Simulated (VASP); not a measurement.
# Nb2Te6Mo (P-3m1) in VASP: a series of runs

Runs on Nb2Te6Mo. Level: PBE. Tasks: single point.

All numbers are computed with VASP 6.6.1; they aren't measurements. Logs are shortened: lines on timing, memory, paths and dates and some standing lists are left out, and cuts for length are marked.

### Step 1. The cell of the first run

Symmetry: P-3m1, No. 164, trigonal system. Conventional cell: a = 3.724 Å, b = 3.724 Å, c = 21.464 Å, α = 90.00°, β = 90.00°, γ = 120.00°. Within 3.8 Å of Nb (site symmetry 3m) lie 6 Te at 2.82 Å and 6 Nb at 3.72 Å. Te (site symmetry 3m) has 3 Nb at 2.82 Å and 6 Te at 3.72 Å within 3.8 Å. Te (site symmetry 3m) has 3 Mo at 2.82 Å and 6 Te at 3.72 Å within 3.8 Å. Te (site symmetry 3m) has 3 Nb at 2.82 Å and 6 Te at 3.72 Å within 3.8 Å. Within 3.8 Å of Mo (site symmetry -3m) lie 6 Te at 2.82 Å and 6 Mo at 3.72 Å.

### Step 2. Single point, PBE

INCAR reads:

```
SYSTEM = Nb2Te6Mo
ALGO = Normal
EDIFF = 1E-6
ENCUT = 520
GGA = PE
ISIF = 2
ISMEAR = 0
LASPH = .True.
LCHARG = .False.
LREAL = .False.
LWAVE = .False.
NBANDS = 48
NELM = 100
PREC = Accurate
SIGMA = 0.1
```

KPOINTS reads:

```
k-points
0
Gamma
  6 6 1
  0 0 0
```

POSCAR reads:

```
Nb2Te6Mo
1.0
    3.7237674800      0.0000000000      0.0000000000
   -1.8618837400      3.2248772400      0.0000000000
    0.0000000000      0.0000000000     21.4638403000
Nb Te Mo
2 6 1
Direct
    0.0000000000      0.0000000000      0.8333333300
    0.0000000000      0.0000000000      0.1666666700
    0.6666666700      0.3333333300      0.0818774100
    0.6666666700      0.3333333300      0.4152107400
    0.6666666700      0.3333333300      0.7485440800
    0.3333333300      0.6666666700      0.9181225900
    0.3333333300      0.6666666700      0.2514559200
    0.3333333300      0.6666666700      0.5847892600
    0.0000000000      0.0000000000      0.5000000000
```

Potentials or basis: VASP PAW PBE potentials, release 64 (Nb_sv, Te, Mo_sv).

Run with:

```sh
$ cat potpaw_PBE.64/Nb_sv/POTCAR potpaw_PBE.64/Te/POTCAR potpaw_PBE.64/Mo_sv/POTCAR > POTCAR
$ mpirun -np 1 vasp_std > vasp.out
```

OUTCAR:

```text
SYSTEM = Nb2Te6Mo
   EDIFF = 1E-6
   ENCUT = 520
   GGA = PE
   ISIF = 2
   ISMEAR = 0
   LASPH = .True.
   LREAL = .False.
   NELM = 100
   PREC = Accurate

 ion  position               nearest neighbor table
   1  0.000  0.000  0.833-   5 2.82   5 2.82   5 2.82   6 2.82   6 2.82   6 2.82
   2  0.000  0.000  0.167-   7 2.82   7 2.82   7 2.82   3 2.82   3 2.82   3 2.82
   3  0.667  0.333  0.082-   2 2.82   2 2.82   2 2.82
   4  0.667  0.333  0.415-   9 2.82   9 2.82   9 2.82
   5  0.667  0.333  0.749-   1 2.82   1 2.82   1 2.82
   6  0.333  0.667  0.918-   1 2.82   1 2.82   1 2.82
   7  0.333  0.667  0.251-   2 2.82   2 2.82   2 2.82
   8  0.333  0.667  0.585-   9 2.82   9 2.82   9 2.82
   9  0.000  0.000  0.500-   4 2.82   8 2.82   4 2.82   8 2.82   4 2.82   8 2.82

  LATTYP: Found a hexagonal cell.
 ALAT       =     3.7237674800
 C/A-ratio  =     5.7640119624

  Lattice vectors:

 A1 = (   3.7237674800,   0.0000000000,   0.0000000000)
 A2 = (  -1.8618837400,   3.2248772400,   0.0000000000)
 A3 = (   0.0000000000,   0.0000000000,  21.4638403000)

Analysis of symmetry for initial positions (statically):
=====================================================================
 Subroutine PRICEL returns:
 Original cell was already a primitive cell.

 Routine SETGRP: Setting up the symmetry group for a
 hexagonal supercell.

 Subroutine GETGRP returns: Found 12 space group operations
 (whereof 12 operations were pure point group operations)
 out of a pool of 24 trial point group operations.

The static configuration has the point symmetry D_3d.

Analysis of symmetry for dynamics (positions and initial velocities):
=====================================================================
 Subroutine PRICEL returns:
 Original cell was already a primitive cell.

 Routine SETGRP: Setting up the symmetry group for a
 hexagonal supercell.

 Subroutine GETGRP returns: Found 12 space group operations
 (whereof 12 operations were pure point group operations)
 out of a pool of 24 trial point group operations.

The dynamic configuration has the point symmetry D_3d.

 Subroutine INISYM returns: Found 12 space group operations
 (whereof 12 operations are pure point group operations),
 and found     1 'primitive' translations

----------------------------------------------------------------------------------------

                                     Primitive cell

  volume of cell :     257.7527

  direct lattice vectors                    reciprocal lattice vectors
     3.723767480  0.000000000  0.000000000     0.268545232  0.155044661  0.000000000
    -1.861883740  3.224877240  0.000000000     0.000000000  0.310089323  0.000000000
     0.000000000  0.000000000 21.463840300     0.000000000  0.000000000  0.046589985

  length of vectors
     3.723767480  3.723767484 21.463840300     0.310089323  0.310089323  0.046589985

  position of ions in fractional coordinates (direct lattice)
     0.000000000  0.000000000  0.833333330
     0.000000000  0.000000000  0.166666670
     0.666666670  0.333333330  0.081877410
     0.666666670  0.333333330  0.415210740
     0.666666670  0.333333330  0.748544080
     0.333333330  0.666666670  0.918122590
     0.333333330  0.666666670  0.251455920
     0.333333330  0.666666670  0.584789260
     0.000000000  0.000000000  0.500000000

  ion indices of the primitive-cell ions
   primitive index   ion index
                 1           1
                 2           2
                 3           3
                 4           4
                 5           5
                 6           6
                 7           7
                 8           8
                 9           9

----------------------------------------------------------------------------------------

 KPOINTS: k-points

Automatic generation of k-mesh.
 Grid dimensions read from file:
 generate k-points for:    6    6    1

 Generating k-lattice:

  Cartesian coordinates                     Fractional coordinates (reciprocal lattice)
     0.044757539  0.025840777  0.000000000     0.166666667  0.000000000  0.000000000
     0.000000000  0.051681554  0.000000000     0.000000000  0.166666667  0.000000000
     0.000000000  0.000000000  0.046589985     0.000000000  0.000000000  1.000000000

  Length of vectors
     0.051681554  0.051681554  0.046589985

  Shift w.r.t. Gamma in fractional coordinates (k-lattice)
     0.000000000  0.000000000  0.000000000

 Subroutine IBZKPT returns following result:
 ===========================================

 Found      7 irreducible k-points:

 Following reciprocal coordinates:
            Coordinates               Weight
  0.000000  0.000000  0.000000      1.000000
  0.166667 -0.000000  0.000000      6.000000
  0.333333  0.000000  0.000000      6.000000
  0.500000 -0.000000  0.000000      3.000000
  0.166667  0.166667  0.000000      6.000000
  0.333333  0.166667  0.000000     12.000000
  0.333333  0.333333  0.000000      2.000000
   k-points           NKPTS =      7   k-points in BZ     NKDIM =      7   number of bands    NBANDS=     48
   number of dos      NEDOS =    301   number of ions     NIONS =      9
   total plane-waves  NPLWV = 125440
   dimension x,y,z NGX =    28 NGY =   28 NGZ =  160
   dimension x,y,z NGXF=    56 NGYF=   56 NGZF=  320
   ions per type =               2   6   1
   NGX,Y,Z   is equivalent  to a cutoff of  12.50, 12.50, 12.39 a.u.
   NGXF,Y,Z  is equivalent  to a cutoff of  25.00, 25.00, 24.79 a.u.
 SYSTEM =  Nb2Te6Mo
   PREC   = accura    normal or accurate (medium, high low for compatibility)
   ISTART =      0    job   : 0-new  1-cont  2-samecut
   ICHARG =      2    charge: 1-file 2-atom 10-const
   ISPIN  =      1    spin polarized calculation?
   LNONCOLLINEAR =      F non collinear calculations
   LSORBIT =      F    spin-orbit coupling
   LASPH  =      T    aspherical Exc in radial PAW
   ENCUT  =  520.0 eV  38.22 Ry    6.18 a.u.   6.92  6.92 39.91*2*pi/ulx,y,z
   NELM   =    100;   NELMIN=  2; NELMDL= -5     # of ELM steps
   EDIFF  = 0.1E-05   stopping-criterion for ELM
   LREAL  =      F    real-space projection
   EDIFFG = 0.1E-04   stopping-criterion for IOM
   NSW    =      0    number of steps for IOM
   IBRION =     -1    ionic relax: 0-MD 1-quasi-New 2-CG
   NFREE  =      0    steps in history (QN), initial steepest desc. (CG)
   ISIF   =      2    stress and relaxation
   ISYM   =      2    0-nonsym 1-usesym 2-fastsym
   POTIM  = 0.5000    time-step for ionic-motion
   TEBEG  =    0.0;   TEEND  =   0.0 temperature during run
   PSTRESS=    0.0 pullay stress
   NELECT =      76.0000    total number of electrons
   NUPDOWN=      -1.0000    fix difference up-down
   EMIN   =  10.00;   EMAX   =-10.00  energy-range for DOS
   EFERMI =   0.00;   METHOD = LEGACY
   ISMEAR =     0;   SIGMA  =   0.10  broadening in eV -4-tet -1-fermi 0-gaus
   EFERMI_NEDOS =   21; number of points for ismear=-14 and -15
   IALGO  =     38    algorithm
   IMIX   =      4    mixing-type and parameters
     AMIX     =   0.40;   BMIX     =  1.00
     AMIX_MAG =   1.60;   BMIX_MAG =  1.00
  volume/ion in A,a.u.               =      28.64       193.27
  Fermi-wavevector in a.u.,A,eV,Ry     =   1.089628  2.059099 16.154054  1.187289
  Thomas-Fermi vector in A             =   2.225835
   LORBIT       =      0    0 simple, 1 ext, 2 COOP (PROOUT), +10 PAW based schemes
   GGA     = PE    functional components
   LHFCALC =     F    Hartree Fock is set to
   AEXX    =    0.0000 exact exchange contribution
   IVDW    =     0    specifies the selected vdW correction
   LEPSILON=     F    determine dielectric tensor
   LRPA    =     F    only Hartree local field effects (RPA)
 non-spin polarized calculation
 Gauss-broadening in eV      SIGMA  =   0.10
  energy-cutoff  :      520.00
  volume of cell :      257.75
 maximum number of plane-waves:      6966
 NGX is ok and might be reduce to    28
   NGX = 13   NGY = 13   NGZ = 79

 number of electron      75.9999995 magnetization

 Free energy of the ion-electron system (eV)
  ---------------------------------------------------
  ext. energy  EPLUGINS =         0.00000000
  ---------------------------------------------------
  free energy    TOTEN  =       -52.89090559 eV

  energy without entropy =      -52.84928628  energy(sigma->0) =      -52.87009594

 E-fermi :   7.0744     XC(G=0):  -9.7745

 val. band max:        7.0382151519   @ k =   0.0000   0.0000   0.0000
 cond. band min:       7.0807354843   @ k =   0.1667   0.1667   0.0000
 fundamental gap:      0.0425203324
 Fermi energy:         7.0743530223

 k-point     1 :       0.0000    0.0000    0.0000
  band No.  band energies     occupation
      1     -54.4780      2.00000
      2     -48.4092      2.00000
      3     -48.4092      2.00000
      4     -28.5586      2.00000
      5     -28.5586      2.00000
      6     -28.4774      2.00000
[... 40 lines left out ...]
     47       9.9436      0.00000
     48      10.5597      0.00000

 k-point     2 :       0.1667   -0.0000    0.0000
  band No.  band energies     occupation
      1     -54.4770      2.00000
      2     -48.4073      2.00000
      3     -48.4073      2.00000
      4     -28.5749      2.00000
      5     -28.5624      2.00000
      6     -28.4740      2.00000
[... 40 lines left out ...]
     47       9.5199      0.00000
     48       9.6316      0.00000

 k-point     3 :       0.3333    0.0000    0.0000
  band No.  band energies     occupation
      1     -54.4750      2.00000
      2     -48.4033      2.00000
      3     -48.4033      2.00000
      4     -28.6073      2.00000
      5     -28.5702      2.00000
      6     -28.4671      2.00000
[... 40 lines left out ...]
     47       9.5501      0.00000
     48      10.1240      0.00000

 k-point     4 :       0.5000   -0.0000    0.0000
  band No.  band energies     occupation
      1     -54.4740      2.00000
      2     -48.4013      2.00000
      3     -48.4013      2.00000
      4     -28.6234      2.00000
      5     -28.5741      2.00000
      6     -28.4637      2.00000
[... 40 lines left out ...]
     47       9.5820      0.00000
     48      10.1954      0.00000

 k-point     5 :       0.1667    0.1667    0.0000
  band No.  band energies     occupation
      1     -54.4755      2.00000
      2     -48.4043      2.00000
      3     -48.4043      2.00000
      4     -28.5961      2.00000
      5     -28.5714      2.00000
      6     -28.4689      2.00000
[... 40 lines left out ...]
     47       9.2796      0.00000
     48       9.3886      0.00000

 k-point     6 :       0.3333    0.1667    0.0000
  band No.  band energies     occupation
      1     -54.4740      2.00000
      2     -48.4013      2.00000
      3     -48.4013      2.00000
      4     -28.6151      2.00000
      5     -28.5825      2.00000
      6     -28.4637      2.00000
[... 40 lines left out ...]
     47       9.3132      0.00000
     48       9.3976      0.00000

 k-point     7 :       0.3333    0.3333    0.0000
  band No.  band energies     occupation
      1     -54.4735      2.00000
      2     -48.4004      2.00000
      3     -48.4003      2.00000
      4     -28.6038      2.00000
      5     -28.6038      2.00000
      6     -28.4620      2.00000
[... 40 lines left out ...]
     47       8.9831      0.00000
     48       9.9033      0.00000

------------------------ aborting loop because EDIFF is reached ----------------------------------------

  FORCE on cell =-STRESS in cart. coord.  units (eV):
  Direction    XX          YY          ZZ          XY          YZ          ZX
  --------------------------------------------------------------------------------------
  -------------------------------------------------------------------------------------
  Total       -4.5914860     -4.5914860     -1.5444063     -0.0000000      0.0000000      0.0000000
  in kB      -28.5404407    -28.5404408     -9.5999501     -0.0000000      0.0000000      0.0000000
  external PRESSURE =     -22.2269439 kB  Pullay stress =       0.0000000 kB

 VOLUME and BASIS-vectors are now :
 -----------------------------------------------------------------------------
  energy-cutoff  :      520.00
  volume of cell :      257.75
      direct lattice vectors                 reciprocal lattice vectors
     3.723767480  0.000000000  0.000000000     0.268545232  0.155044661  0.000000000
    -1.861883740  3.224877240  0.000000000     0.000000000  0.310089323  0.000000000
     0.000000000  0.000000000 21.463840300     0.000000000  0.000000000  0.046589985

 POSITION                                       TOTAL-FORCE (eV/Angst)
 -----------------------------------------------------------------------------------
      0.00000      0.00000     17.88653        -0.000000      0.000000     -0.013545
      0.00000      0.00000      3.57731        -0.000000     -0.000000      0.013545
      1.86188      1.07496      1.75740        -0.000000      0.000000     -0.050157
      1.86188      1.07496      8.91202         0.000000      0.000000      0.581460
      1.86188      1.07496     16.06663         0.000000      0.000000     -0.036800
     -0.00000      2.14992     19.70644         0.000000     -0.000000      0.050157
     -0.00000      2.14992      5.39721        -0.000000      0.000000      0.036800
     -0.00000      2.14992     12.55182         0.000000     -0.000000     -0.581460
      0.00000      0.00000     10.73192        -0.000000      0.000000      0.000000
 -----------------------------------------------------------------------------------
    total drift:                                0.000000     -0.000000      0.000000

  FREE ENERGIE OF THE ION-ELECTRON SYSTEM (eV)
  ---------------------------------------------------
  free  energy   TOTEN  =       -52.8909055923 eV

  energy  without entropy=      -52.8492862849  energy(sigma->0) =      -52.87009594
```

Wall time 2.5 min (1 thread of AMD EPYC 7R13 (Zen 3), shared host); peak memory 0.35 GiB.

What came out:

```
Free energy            : -52.8909 eV
Pressure               : -2.2 GPa
Largest force          : 0.581 eV/Å
Band gap on the k mesh : zero (bands 38 and 39 overlap by 0.91 eV)
```

Forces in eV/Å, atoms in the order of the input:
```
Nb   0.000  0.000 -0.014
Nb   0.000  0.000  0.014
Te   0.000  0.000 -0.050
Te   0.000  0.000  0.581
Te   0.000  0.000 -0.037
Te   0.000  0.000  0.050
Te   0.000  0.000  0.037
Te   0.000  0.000 -0.581
Mo   0.000  0.000  0.000
```

Stress tensor (GPa, compression positive):
```
-2.85  0.00  0.00
 0.00 -2.85  0.00
 0.00  0.00 -0.96
```

Caveat: spin-orbit coupling is left out, which moves the levels of the heavy elements; this functional lacks dispersion, which binds layers or chains, so the pressure and a relaxed spacing across them are unreliable.

(Continued in part 2 of 2.)

The gap in the log of VASP goes by the Fermi energy; the results here count the filled bands.